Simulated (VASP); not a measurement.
# EuS (Fm-3m) in VASP: single point with PBEsol+U

Aim: the single point of EuS with PBEsol+U.

All numbers are computed with VASP 6.6.1; they aren't measurements. Logs are shortened: lines on timing, memory, paths and dates and some standing lists are left out, and cuts for length are marked.

## (1) The cell of the first run

It takes space group Fm-3m (No. 225, cubic). Conventional cell: a = 5.957 Å, b = 5.957 Å, c = 5.957 Å, α = 90.00°, β = 90.00°, γ = 90.00°. Within 3.9 Å of Eu (site symmetry m-3m) lie 6 S at 2.98 Å. S (site symmetry m-3m) has 6 Eu at 2.98 Å within 3.9 Å.

## (2) Single point, PBEsol+U, collinear spin, antiferromagnetic start

Input file INCAR:

```
SYSTEM = EuS
PREC = Accurate
ENCUT = 600
EDIFF = 1E-6
ISMEAR = 0
SIGMA = 0.05
LREAL = .False.
LASPH = .True.
NELM = 200
ALGO = Normal
ISIF = 2
LWAVE = .False.
LCHARG = .False.
ISPIN = 2
MAGMOM = 7 -7 0 0
LORBIT = 11
LMAXMIX = 6
LDAU = .True.
LDAUTYPE = 2
LDAUL = 3 -1
LDAUU = 6 0
LDAUJ = 0 0
LDAUPRINT = 1
GGA = PS
NBANDS = 35
GGA_COMPAT = .False.
```

Input file KPOINTS:

```
regular mesh
0
Gamma
  8 8 4
  0 0 0
```

Input file POSCAR:

```
EuS
1.0
    0.0000000000      2.9785018670      2.9785018670
    5.9570037340      2.9785018670      2.9785018670
    5.9570037340      5.9570037340      0.0000000000
Eu S
2 2
Direct
    0.5000000000      0.5000000000      0.0000000000
    0.5000000000      0.5000000000      0.5000000000
    0.0000000000      0.0000000000      0.0000000000
    0.0000000000      0.0000000000      0.5000000000
```

Potentials or basis: VASP PAW PBE potentials, release 64 (Eu, S).

The run is started by

```bash
$ cat potpaw_PBE.64/Eu/POTCAR potpaw_PBE.64/S/POTCAR > POTCAR
$ mpirun -np 1 vasp_std > vasp.out
```

OUTCAR:

```text
SYSTEM = EuS
   PREC = Accurate
   ENCUT = 600
   EDIFF = 1E-6
   ISMEAR = 0
   LREAL = .False.
   LASPH = .True.
   NELM = 200
   ISIF = 2
   ISPIN = 2
   LORBIT = 11
   GGA = PS

 ion  position               nearest neighbor table
   1  0.500  0.500  0.000-   4 2.98   3 2.98   4 2.98   3 2.98   4 2.98   4 2.98
   2  0.500  0.500  0.500-   3 2.98   3 2.98   4 2.98   4 2.98   3 2.98   3 2.98
   3  0.000  0.000  0.000-   2 2.98   1 2.98   2 2.98   1 2.98   2 2.98   2 2.98
   4  0.000  0.000  0.500-   1 2.98   1 2.98   2 2.98   2 2.98   1 2.98   1 2.98

  LATTYP: Found a simple tetragonal cell.
 ALAT       =     4.2122377359
 C/A-ratio  =     1.4142135624

  Lattice vectors:

 A1 = (   0.0000000000,  -2.9785018670,   2.9785018670)
 A2 = (   0.0000000000,  -2.9785018670,  -2.9785018670)
 A3 = (   5.9570037340,   0.0000000000,   0.0000000000)

Analysis of symmetry for initial positions (statically):
=====================================================================
 Subroutine PRICEL returns following result:

  LATTYP: Found a face centered cubic cell.
 ALAT       =     5.9570037340
[... 12 lines left out ...]
 Subroutine GETGRP returns: Found 16 space group operations
 (whereof 16 operations were pure point group operations)
 out of a pool of 16 trial point group operations.

The static configuration has the point symmetry D_4h.

Analysis of symmetry for dynamics (positions and initial velocities):
=====================================================================
 Subroutine PRICEL returns following result:

  LATTYP: Found a face centered cubic cell.
 ALAT       =     5.9570037340
[... 12 lines left out ...]
 Subroutine GETGRP returns: Found 16 space group operations
 (whereof 16 operations were pure point group operations)
 out of a pool of 16 trial point group operations.

The dynamic configuration has the point symmetry D_4h.

Analysis of structural, dynamic, and magnetic symmetry:
=====================================================================
[... 242 lines left out ...]
  o =  0.9746  v =  0.0000  0.0000  0.0000  0.0000  0.0000  0.0000  0.0000 -0.0000  1.0000  0.0000  0.0000  0.0000 -0.0000  0.0000      0.0000  0.0000  0.0000  0.0000  0.0000  0.0000  0.0000  0.0000  0.0000  0.0000  0.0000  0.0000  0.0000  0.0000
  o =  0.9758  v =  0.0000  0.0000  0.0000  0.0000  0.0000  0.0000  0.0000  0.0000 -0.0000 -0.0000  0.2473 -0.0000 -0.9689 -0.0000      0.0000  0.0000  0.0000  0.0000  0.0000  0.0000  0.0000  0.0000  0.0000  0.0000  0.0000  0.0000  0.0000  0.0000
  o =  0.9758  v =  0.0000  0.0000  0.0000  0.0000  0.0000  0.0000  0.0000 -0.7888 -0.0000  0.6146  0.0000 -0.0000 -0.0000 -0.0000      0.0000  0.0000  0.0000  0.0000  0.0000  0.0000  0.0000  0.0000  0.0000  0.0000  0.0000  0.0000  0.0000  0.0000
  o =  0.9758  v =  0.0000  0.0000  0.0000  0.0000  0.0000  0.0000  0.0000  0.0000  0.0000 -0.0000 -0.0000 -0.7906  0.0000 -0.6124      0.0000  0.0000  0.0000  0.0000  0.0000  0.0000  0.0000  0.0000  0.0000  0.0000  0.0000  0.0000  0.0000  0.0000

 number of electron      46.0000000 magnetization       0.0000000

 Free energy of the ion-electron system (eV)
  ---------------------------------------------------
  ext. energy  EPLUGINS =         0.00000000
  ---------------------------------------------------
  free energy    TOTEN  =       -39.34436712 eV

  energy without entropy =      -39.34436712  energy(sigma->0) =      -39.34436712

 E-fermi :   3.2230     XC(G=0):  -9.7615

 val. band max:        2.9842840439   @ k =   0.0000   0.0000   0.0000
 cond. band min:       3.6379235605   @ k =   0.0000   0.0000   0.0000
 fundamental gap:      0.6536395166
 Fermi energy:         3.2230066731

 spin component 1

 k-point     1 :       0.0000    0.0000    0.0000
  band No.  band energies     occupation
      1     -36.4746      1.00000
      2     -33.3615      1.00000
      3     -15.5052      1.00000
      4     -15.4212      1.00000
      5     -15.4212      1.00000
      6     -13.2651      1.00000
[... 1817 lines left out ...]
     34      10.8267      0.00000
     35      10.8849      0.00000

 [... further k-points ...]

------------------------ aborting loop because EDIFF is reached ----------------------------------------

  FORCE on cell =-STRESS in cart. coord.  units (eV):
  Direction    XX          YY          ZZ          XY          YZ          ZX
  --------------------------------------------------------------------------------------
  -------------------------------------------------------------------------------------
  Total       -1.0436791     -1.1083977     -1.1083977      0.0000000      0.0000000     -0.0000000
  in kB      -15.8206358    -16.8016752    -16.8016752      0.0000000      0.0000000     -0.0000000
  external PRESSURE =     -16.4746621 kB  Pullay stress =       0.0000000 kB

 VOLUME and BASIS-vectors are now :
 -----------------------------------------------------------------------------
  energy-cutoff  :      600.00
  volume of cell :      105.69
      direct lattice vectors                 reciprocal lattice vectors
     0.000000000  2.978501867  2.978501867    -0.167869628  0.167869628  0.167869628
     5.957003734  2.978501867  2.978501867     0.167869628 -0.167869628  0.167869628
     5.957003734  5.957003734  0.000000000     0.000000000  0.167869628 -0.167869628

 POSITION                                       TOTAL-FORCE (eV/Angst)
 -----------------------------------------------------------------------------------
      2.97850      2.97850      2.97850         0.000000     -0.000000      0.000000
      5.95700      5.95700      2.97850        -0.000000      0.000000     -0.000000
      0.00000      0.00000      0.00000        -0.000000      0.000000      0.000000
      2.97850      2.97850      0.00000        -0.000000      0.000000      0.000000
 -----------------------------------------------------------------------------------
    total drift:                                0.000000      0.000000      0.000000

  FREE ENERGIE OF THE ION-ELECTRON SYSTEM (eV)
  ---------------------------------------------------
  free  energy   TOTEN  =       -39.3443671184 eV

  energy  without entropy=      -39.3443671184  energy(sigma->0) =      -39.34436712

 total charge

# of ion       s       p       d       f       tot
--------------------------------------------------
    1        2.025   5.756   0.246   6.824  14.852
    2        2.025   5.756   0.246   6.824  14.852
    3        1.312   2.422   0.000   0.000   3.733
    4        1.312   2.422   0.000   0.000   3.733
--------------------------------------------------
tot          6.674  16.356   0.493  13.649  37.172

 magnetization (x)

# of ion       s       p       d       f       tot
--------------------------------------------------
    1       -0.013  -0.105   0.036   6.806   6.724
    2        0.013   0.105  -0.036  -6.806  -6.724
    3        0.002   0.020   0.000   0.000   0.022
    4       -0.002  -0.020   0.000   0.000  -0.022
--------------------------------------------------
tot          0.000   0.000   0.000   0.000   0.000
```

OSZICAR:

```text
N       E                     dE             d eps       ncg     rms          rms(c)
DAV:   1     0.433265019723E+03    0.43327E+03   -0.17059E+04  7335   0.575E+03
DAV:   2     0.100968509912E+03   -0.33230E+03   -0.28172E+03  7504   0.548E+02
DAV:   3    -0.116036280355E+02   -0.11257E+03   -0.10810E+03  8495   0.255E+02
[... 11 lines left out ...]
DAV:  15    -0.393443228096E+02   -0.68902E-04   -0.34727E-04  9613   0.141E-01    0.370E-01
DAV:  16    -0.393443596614E+02   -0.36852E-04   -0.13041E-04  9808   0.859E-02    0.421E-01
DAV:  17    -0.393443648164E+02   -0.51550E-05   -0.43259E-05  9836   0.590E-02    0.248E-01
DAV:  18    -0.393443665966E+02   -0.17803E-05   -0.19324E-05  9272   0.295E-02    0.181E-01
DAV:  19    -0.393443671184E+02   -0.52178E-06   -0.51678E-06  6551   0.189E-02
   1 F= -.39344367E+02 E0= -.39344367E+02  d E =-.277529E-13  mag=    -0.0000
```

Wall time 17 min (1 thread of Intel Xeon Platinum 8259CL at 2.50GHz (Skylake/Cascade Lake), shared host); peak memory 0.68 GiB.

What came out:

- Free energy: -39.3444 eV
- Pressure: -1.6 GPa
- Band gap on the k mesh: 0.65 eV
- Net moment: 0.00 μB per cell
- Site moments: Eu +6.72, -6.72; S +0.02, -0.02 μB
- Valence electrons inside the program's atomic spheres: Eu 14.85; S 3.73

Eigenvalues of the final occupation matrices:
```
    site  spin  trace                         eigenvalues
site 1 f     1   6.82  0.97 0.97 0.97 0.97 0.98 0.98 0.98
site 1 f     2   0.01  0.00 0.00 0.00 0.00 0.00 0.00 0.00
site 2 f     1   0.01  0.00 0.00 0.00 0.00 0.00 0.00 0.00
site 2 f     2   6.82  0.97 0.97 0.97 0.97 0.98 0.98 0.98
```

Caveat: the antiferromagnetic order is the one typed at the start, and another may lie lower; the PAW data sets were made with another functional, which shifts forces and pressure a little; spin-orbit coupling is left out, which moves the levels of the heavy elements. The state reached can hang on the start; a lower one may exist.
